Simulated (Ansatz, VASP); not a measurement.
KSi2Sb3 in VASP and in Ansatz

Contents of INCAR:

```
PREC = Accurate
ENCUT = 600
EDIFF = 1E-6
ISMEAR = 0
SIGMA = 0.1
LREAL = F
LASPH = T
NELM = 80
ALGO = Normal
ISIF = 3
LWAVE = F
LCHARG = F
GGA = PE
IBRION = 2
NSW = 90
EDIFFG = -0.04
```

KPOINTS

```
Automatic mesh
0
Gamma
  6 6 4
```

The input POSCAR:

```
KSi2Sb3
1.0
    5.4768765907      0.0000000000      0.0000000000
   -2.7384382953      4.7431142609      0.0000000000
    0.0000000000      0.0000000000      6.4487095477
K Si Sb
1 2 3
Direct
    0.0000000000      0.0000000000      0.0000000000
    0.3333333333      0.6666666667      0.5000000000
    0.6666666667      0.3333333333      0.5000000000
    0.0000000000      0.0000000000      0.5000000000
    0.3333333333      0.6666666667      0.0000000000
    0.6666666667      0.3333333333      0.0000000000
```

Input for Ansatz:

```yaml
crystal:
  lattice:
    - [5.4768765907, 0.0, 0.0]
    - [-2.7384382953, 4.7431142609, 0.0]
    - [0.0, 0.0, 6.4487095477]
  atoms:
    - { symbol: K, position: [0.0, 0.0, 0.0] }
    - { symbol: Si, position: [0.3333333333, 0.6666666667, 0.5] }
    - { symbol: Si, position: [0.6666666667, 0.3333333333, 0.5] }
    - { symbol: Sb, position: [0.0, 0.0, 0.5] }
    - { symbol: Sb, position: [0.3333333333, 0.6666666667, 0.0] }
    - { symbol: Sb, position: [0.6666666667, 0.3333333333, 0.0] }
basis:
  ecutwfc: 420
kpoints:
  mp_grid: { grid: [6, 6, 4] }
hamiltonian:
  xc: pbe
scf:
  occupations: { method: gaussian, width: 0.1 }
  lower_state_search: "off"
output:
  forces: true
  stress: true
  eigenvalues: true
relax:
  adjacent_minimum: "off"
  f_tol: 0.04
  max_steps: 70
  cell: { stress_tol: 0.4 }
```

Alike in both runs: task relaxation of cell and atoms; functional PBE; k mesh 6 × 6 × 4; occupations gaussian, width 0.1 eV; no spin polarisation.

|  | VASP | Ansatz |
| --- | --- | --- |
| version | VASP 6.6.1 | Ansatz 0.2.0 |
| potentials or method | VASP PAW PBE potentials, release 64 (K_sv, Si, Sb), cutoff 600 eV | scalar-relativistic, plane waves, PAW |
| valence electrons in the cell | 32 | 62 |

Ansatz gave:

```
gap on the k mesh at the Fermi level, each at its own relaxed structure (eV) : none
relaxed volume (Å³/atom)                                                     : 26.66
relaxed cell length with the largest relative difference (Å)                 : 5.451
```

Task: Which values does VASP return?

Result: gap on the k mesh at the Fermi level, each at its own relaxed structure (eV): none; relaxed volume (Å³/atom): 26.83; relaxed cell length with the largest relative difference (Å): 5.465.

A gap of «none» marks a metal or a gap that the smearing closes. VASP's potentials hold 32 valence electrons a cell and Ansatz's 62, so a difference there can come from the potentials and not from the codes.

Neither program's run includes spin-orbit coupling.
